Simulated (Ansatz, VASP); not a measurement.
**Two plane-wave programs on Li2MnO2**

```
CELL_PARAMETERS angstrom
3.19500 0.00000 0.00000
-1.59750 2.76695 0.00000
0.00000 0.00000 5.30300
ATOMIC_POSITIONS crystal
Li 0.66667 0.33333 0.39100
Li 0.33333 0.66667 0.60900
Mn 0.00000 0.00000 0.00000
O 0.33333 0.66667 0.24900
O 0.66667 0.33333 0.75100
```

Alike in both runs: task single point; functional LDA; k mesh 7 × 7 × 4; occupations gaussian, width 0.05 eV; non-collinear spin, spin-orbit coupling.

|  | VASP | Ansatz |
| --- | --- | --- |
| version | VASP 6.6.1 | Ansatz 0.2.0 |
| potentials or method | VASP PAW LDA potentials, release 64 (Li_sv, Mn_pv, O), cutoff 520 eV | plane waves, PAW |
| valence electrons in the cell | 31 | 33 |

```csv
,VASP,Ansatz,Ansatz less VASP
rms of the force components (eV/Å),0.352,0.348,-0.0041
net moment per atom (μB),1.00,1.00,0.000
```

LDA's correlation is that of Perdew and Zunger in VASP and of Perdew and Wang (1992) in Ansatz. Atom by atom the forces differ by 0.004 eV/Å (rms over components). VASP's potentials hold 31 valence electrons a cell and Ansatz's 33, so a difference there can come from the potentials and not from the codes. Ansatz's warnings: stress scf threshold loose.

Noted on VASP's run: the cutoff is short for stress, so the pressure is rough.
